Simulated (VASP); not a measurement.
# BaO (Fm-3m) in VASP: single point with PBE+D3(BJ)

Aim: the single point of BaO with PBE+D3(BJ).

Everything below comes from runs of VASP 6.6.1. Logs are shortened: lines on timing, memory, paths and dates and some standing lists are left out, and cuts for length are marked.

## Step 1: The cell of the first run

The structure is cubic, space group Fm-3m (No. 225). Conventional cell: a = 5.529 Å, b = 5.529 Å, c = 5.529 Å, α = 90.00°, β = 90.00°, γ = 90.00°. Ba (site symmetry m-3m) has 6 O at 2.76 Å within 3.6 Å. Within 3.6 Å of O (site symmetry m-3m) lie 6 Ba at 2.76 Å.

## Step 2: Single point, PBE+D3(BJ)

Contents of INCAR:

```
SYSTEM = BaO
PREC = Accurate ; ENCUT = 1340
EDIFF = 1E-6 ; ISMEAR = 0
SIGMA = 0.02 ; LREAL = .False.
LASPH = .True. ; NELM = 120
ALGO = Normal ; ISIF = 2
LWAVE = .False. ; LCHARG = .False.
GGA = PE ; IVDW = 12
NBANDS = 15 ; GGA_COMPAT = .False.
```

Contents of KPOINTS:

```
regular mesh
0
Gamma
  8 8 8
  0 0 0
```

Contents of POSCAR:

```
BaO
1.0
    0.0000000000      2.7643035668      2.7643035668
    2.7643035668      0.0000000000      2.7643035668
    2.7643035668      2.7643035668      0.0000000000
Ba O
1 1
Direct
    0.0000000000      0.0000000000      0.0000000000
    0.5000000000      0.5000000000      0.5000000000
```

Potentials or basis: VASP PAW PBE potentials, release 64 (Ba_sv, O_h).

Started as:

```console
$ cat potpaw_PBE.64/Ba_sv/POTCAR potpaw_PBE.64/O_h/POTCAR > POTCAR
$ mpirun -np 1 vasp_std > vasp.out
```

OUTCAR:

```text
SYSTEM = BaO
   PREC = Accurate
   ENCUT = 1340
   EDIFF = 1E-6
   ISMEAR = 0
   LREAL = .False.
   LASPH = .True.
   NELM = 120
   ISIF = 2
   GGA = PE
   IVDW = 12
 IVDW          = 12

 ion  position               nearest neighbor table
   1  0.000  0.000  0.000-   2 2.76   2 2.76   2 2.76   2 2.76   2 2.76   2 2.76
   2  0.500  0.500  0.500-   1 2.76   1 2.76   1 2.76   1 2.76   1 2.76   1 2.76

  LATTYP: Found a face centered cubic cell.
 ALAT       =     5.5286071336

  Lattice vectors:

 A1 = (   0.0000000000,   2.7643035668,   2.7643035668)
 A2 = (   2.7643035668,   0.0000000000,   2.7643035668)
 A3 = (   2.7643035668,   2.7643035668,   0.0000000000)

Analysis of symmetry for initial positions (statically):
=====================================================================
 Subroutine PRICEL returns:
 Original cell was already a primitive cell.

 Routine SETGRP: Setting up the symmetry group for a
 face centered cubic supercell.

 Subroutine GETGRP returns: Found 48 space group operations
 (whereof 48 operations were pure point group operations)
 out of a pool of 48 trial point group operations.

The static configuration has the point symmetry O_h .

Analysis of symmetry for dynamics (positions and initial velocities):
=====================================================================
 Subroutine PRICEL returns:
 Original cell was already a primitive cell.

 Routine SETGRP: Setting up the symmetry group for a
 face centered cubic supercell.

 Subroutine GETGRP returns: Found 48 space group operations
 (whereof 48 operations were pure point group operations)
 out of a pool of 48 trial point group operations.

The dynamic configuration has the point symmetry O_h .

 Subroutine INISYM returns: Found 48 space group operations
 (whereof 48 operations are pure point group operations),
 and found     1 'primitive' translations

----------------------------------------------------------------------------------------

                                     Primitive cell

  volume of cell :      42.2462

  direct lattice vectors                    reciprocal lattice vectors
     0.000000000  2.764303567  2.764303567    -0.180877385  0.180877385  0.180877385
     2.764303567  0.000000000  2.764303567     0.180877385 -0.180877385  0.180877385
     2.764303567  2.764303567  0.000000000     0.180877385  0.180877385 -0.180877385

  length of vectors
     3.909315595  3.909315595  3.909315595     0.313288820  0.313288820  0.313288820

  position of ions in fractional coordinates (direct lattice)
     0.000000000  0.000000000  0.000000000
     0.500000000  0.500000000  0.500000000

  ion indices of the primitive-cell ions
   primitive index   ion index
                 1           1
                 2           2

----------------------------------------------------------------------------------------

 KPOINTS: regular mesh

Automatic generation of k-mesh.
 Grid dimensions read from file:
 generate k-points for:    8    8    8

 Generating k-lattice:

  Cartesian coordinates                     Fractional coordinates (reciprocal lattice)
    -0.022609673  0.022609673  0.022609673     0.125000000  0.000000000  0.000000000
     0.022609673 -0.022609673  0.022609673     0.000000000  0.125000000  0.000000000
     0.022609673  0.022609673 -0.022609673     0.000000000  0.000000000  0.125000000

  Length of vectors
     0.039161103  0.039161103  0.039161103

  Shift w.r.t. Gamma in fractional coordinates (k-lattice)
     0.000000000  0.000000000  0.000000000

 Subroutine IBZKPT returns following result:
 ===========================================

 Found     29 irreducible k-points:

 Following reciprocal coordinates:
            Coordinates               Weight
  0.000000  0.000000  0.000000      1.000000
  0.125000  0.000000  0.000000      8.000000
  0.250000  0.000000  0.000000      8.000000
  0.375000  0.000000  0.000000      8.000000
  0.500000  0.000000  0.000000      4.000000
  0.125000  0.125000  0.000000      6.000000
[... 16 lines left out ...]
  0.500000  0.250000  0.125000     48.000000
 -0.375000  0.250000  0.125000     24.000000
 [... further k-points ...]
   k-points           NKPTS =     29   k-points in BZ     NKDIM =     29   number of bands    NBANDS=     15
   number of dos      NEDOS =    301   number of ions     NIONS =      2
   total plane-waves  NPLWV = 110592
   dimension x,y,z NGX =    48 NGY =   48 NGZ =   48
   dimension x,y,z NGXF=    96 NGYF=   96 NGZF=   96
   ions per type =               1   1
   NGX,Y,Z   is equivalent  to a cutoff of  20.41, 20.41, 20.41 a.u.
   NGXF,Y,Z  is equivalent  to a cutoff of  40.82, 40.82, 40.82 a.u.
 SYSTEM =  BaO
   PREC   = accura    normal or accurate (medium, high low for compatibility)
   ISTART =      0    job   : 0-new  1-cont  2-samecut
   ICHARG =      2    charge: 1-file 2-atom 10-const
   ISPIN  =      1    spin polarized calculation?
   LNONCOLLINEAR =      F non collinear calculations
   LSORBIT =      F    spin-orbit coupling
   LASPH  =      T    aspherical Exc in radial PAW
   ENCUT  = 1340.0 eV  98.49 Ry    9.92 a.u.  11.67 11.67 11.67*2*pi/ulx,y,z
   NELM   =    120;   NELMIN=  2; NELMDL= -5     # of ELM steps
   EDIFF  = 0.1E-05   stopping-criterion for ELM
   LREAL  =      F    real-space projection
   EDIFFG = 0.1E-04   stopping-criterion for IOM
   NSW    =      0    number of steps for IOM
   IBRION =     -1    ionic relax: 0-MD 1-quasi-New 2-CG
   NFREE  =      0    steps in history (QN), initial steepest desc. (CG)
   ISIF   =      2    stress and relaxation
   ISYM   =      2    0-nonsym 1-usesym 2-fastsym
   POTIM  = 0.5000    time-step for ionic-motion
   TEBEG  =    0.0;   TEEND  =   0.0 temperature during run
   PSTRESS=    0.0 pullay stress
   NELECT =      16.0000    total number of electrons
   NUPDOWN=      -1.0000    fix difference up-down
   EMIN   =  10.00;   EMAX   =-10.00  energy-range for DOS
   EFERMI =   0.00;   METHOD = LEGACY
   ISMEAR =     0;   SIGMA  =   0.02  broadening in eV -4-tet -1-fermi 0-gaus
   EFERMI_NEDOS =   21; number of points for ismear=-14 and -15
   IALGO  =     38    algorithm
   IMIX   =      4    mixing-type and parameters
     AMIX     =   0.40;   BMIX     =  1.00
     AMIX_MAG =   1.60;   BMIX_MAG =  1.00
  volume/ion in A,a.u.               =      21.12       142.55
  Fermi-wavevector in a.u.,A,eV,Ry     =   1.184456  2.238298 19.088117  1.402937
  Thomas-Fermi vector in A             =   2.320670
   LORBIT       =      0    0 simple, 1 ext, 2 COOP (PROOUT), +10 PAW based schemes
   GGA     = PE    functional components
   LHFCALC =     F    Hartree Fock is set to
   AEXX    =    0.0000 exact exchange contribution
   IVDW    =    12    specifies the selected vdW correction
   LEPSILON=     F    determine dielectric tensor
   LRPA    =     F    only Hartree local field effects (RPA)
 non-spin polarized calculation
 Gauss-broadening in eV      SIGMA  =   0.02
  energy-cutoff  :     1340.00
  volume of cell :       42.25
 maximum number of plane-waves:      4737
   NGX = 23   NGY = 23   NGZ = 23

 number of electron      15.9999999 magnetization

 Free energy of the ion-electron system (eV)
  ---------------------------------------------------
  ext. energy  EPLUGINS =         0.00000000
  ---------------------------------------------------
  free energy    TOTEN  =       -11.79509594 eV

  energy without entropy =      -11.79509594  energy(sigma->0) =      -11.79509594

 E-fermi :   2.2825     XC(G=0):  -9.6471

 val. band max:        2.0984142496   @ k =   0.5000   0.5000   0.0000
 cond. band min:       4.0552561947   @ k =   0.5000   0.5000   0.0000
 fundamental gap:      1.9568419451
 Fermi energy:         2.2825482727

 k-point     1 :       0.0000    0.0000    0.0000
  band No.  band energies     occupation
      1     -23.8138      2.00000
      2     -12.9338      2.00000
      3      -8.3172      2.00000
      4      -8.3172      2.00000
      5      -8.3172      2.00000
      6       1.7411      2.00000
      7       1.7411      2.00000
      8       1.7411      2.00000
      9       5.6714      0.00000
     10       6.7779      0.00000
     11       6.7779      0.00000
     12       6.7779      0.00000
     13       9.0582      0.00000
     14       9.0582      0.00000
     15      12.0778      0.00000

 k-point     2 :       0.1250    0.0000    0.0000
  band No.  band energies     occupation
      1     -23.7769      2.00000
      2     -13.0420      2.00000
      3      -8.3536      2.00000
      4      -8.3357      2.00000
      5      -8.3357      2.00000
      6       1.4046      2.00000
      7       1.5389      2.00000
      8       1.5389      2.00000
      9       6.3030      0.00000
     10       6.6684      0.00000
     11       7.0693      0.00000
     12       7.0693      0.00000
     13       9.4604      0.00000
     14       9.4604      0.00000
     15      13.0380      0.00000

 k-point     3 :       0.2500    0.0000    0.0000
  band No.  band energies     occupation
      1     -23.6854      2.00000
      2     -13.3038      2.00000
      3      -8.4347      2.00000
      4      -8.3793      2.00000
      5      -8.3793      2.00000
      6       0.7746      2.00000
      7       1.1084      2.00000
      8       1.1084      2.00000
      9       6.5604      0.00000
     10       7.8574      0.00000
     11       7.8574      0.00000
     12       7.9134      0.00000
     13      10.4571      0.00000
     14      10.4571      0.00000
     15      15.1129      0.00000

 k-point     4 :       0.3750    0.0000    0.0000
  band No.  band energies     occupation
      1     -23.5906      2.00000
      2     -13.5665      2.00000
      3      -8.5076      2.00000
      4      -8.4214      2.00000
      5      -8.4214      2.00000
      6       0.2685      2.00000
      7       0.7364      2.00000
      8       0.7364      2.00000
      9       6.8355      0.00000
     10       8.8102      0.00000
     11       8.8102      0.00000
     12       9.5548      0.00000
     13      11.7140      0.00000
     14      11.7140      0.00000
     15      16.0048      0.00000
[... 307 lines left out ...]
 k-point    22 :       0.3750    0.2500    0.1250
  band No.  band energies     occupation
      1     -23.6195      2.00000
      2     -13.3422      2.00000
      3      -8.7455      2.00000
      4      -8.5625      2.00000
      5      -8.4604      2.00000
      6       0.6355      2.00000
      7       1.0874      2.00000
      8       1.6927      2.00000
      9       5.7185      0.00000
     10       7.8195      0.00000
     11       8.7414      0.00000
     12       9.0899      0.00000
     13      10.7236      0.00000
     14      11.4584      0.00000
     15      16.5757      0.00000

 k-point    23 :       0.5000    0.2500    0.1250
  band No.  band energies     occupation
      1     -23.5446      2.00000
      2     -13.4582      2.00000
      3      -8.9309      2.00000
      4      -8.7978      2.00000
      5      -8.4374      2.00000
      6       0.6448      2.00000
      7       0.8994      2.00000
      8       1.5313      2.00000
      9       6.2278      0.00000
     10       8.1027      0.00000
     11       9.4819      0.00000
     12       9.6207      0.00000
     13      11.6382      0.00000
     14      13.1081      0.00000
     15      14.9347      0.00000

 k-point    24 :      -0.3750    0.2500    0.1250
  band No.  band energies     occupation
      1     -23.5130      2.00000
      2     -13.5074      2.00000
      3      -8.9492      2.00000
      4      -8.9488      2.00000
      5      -8.4285      2.00000
      6       0.5404      2.00000
      7       1.1557      2.00000
      8       1.2201      2.00000
      9       6.9517      0.00000
     10       7.5615      0.00000
     11       9.9753      0.00000
     12       9.9775      0.00000
     13      12.2008      0.00000
     14      13.9033      0.00000
     15      14.2800      0.00000

 [... further k-points ...]

------------------------ aborting loop because EDIFF is reached ----------------------------------------

 Edisp (eV)   -0.45594

 E8    (eV) :    -0.2357

  FORCE on cell =-STRESS in cart. coord.  units (eV):
  Direction    XX          YY          ZZ          XY          YZ          ZX
  --------------------------------------------------------------------------------------
  -------------------------------------------------------------------------------------
  Total       0.43772     0.43772     0.43772    -0.00000    -0.00000     0.00000
  in kB      16.60042    16.60042    16.60042    -0.00000    -0.00000     0.00000
  external pressure =       16.60 kB  Pullay stress =        0.00 kB

 VOLUME and BASIS-vectors are now :
 -----------------------------------------------------------------------------
  energy-cutoff  :     1340.00
  volume of cell :       42.25
      direct lattice vectors                 reciprocal lattice vectors
     0.000000000  2.764303567  2.764303567    -0.180877385  0.180877385  0.180877385
     2.764303567  0.000000000  2.764303567     0.180877385 -0.180877385  0.180877385
     2.764303567  2.764303567  0.000000000     0.180877385  0.180877385 -0.180877385

 POSITION                                       TOTAL-FORCE (eV/Angst)
 -----------------------------------------------------------------------------------
      0.00000      0.00000      0.00000         0.000000      0.000000      0.000000
      2.76430      2.76430      2.76430         0.000000      0.000000      0.000000
 -----------------------------------------------------------------------------------
    total drift:                               -0.000000     -0.000000     -0.000000

  FREE ENERGIE OF THE ION-ELECTRON SYSTEM (eV)
  ---------------------------------------------------
  free  energy   TOTEN  =       -12.2510331049 eV

  energy  without entropy=      -12.2510331049  energy(sigma->0) =      -12.25103310
```

It took 77 s on 1 thread of AMD EPYC 7R43 (Zen 3), shared host; peak memory 0.33 GiB.

Results:

| Item | Value |
| --- | --- |
| Free energy | -12.2510 eV |
| Pressure | 1.7 GPa |
| Band gap on the k mesh | 1.96 eV |
| Dispersion energy per atom | -0.228 eV |

Caveat: spin-orbit coupling is left out, which moves the levels of the heavy elements. A k mesh can miss the band edges.
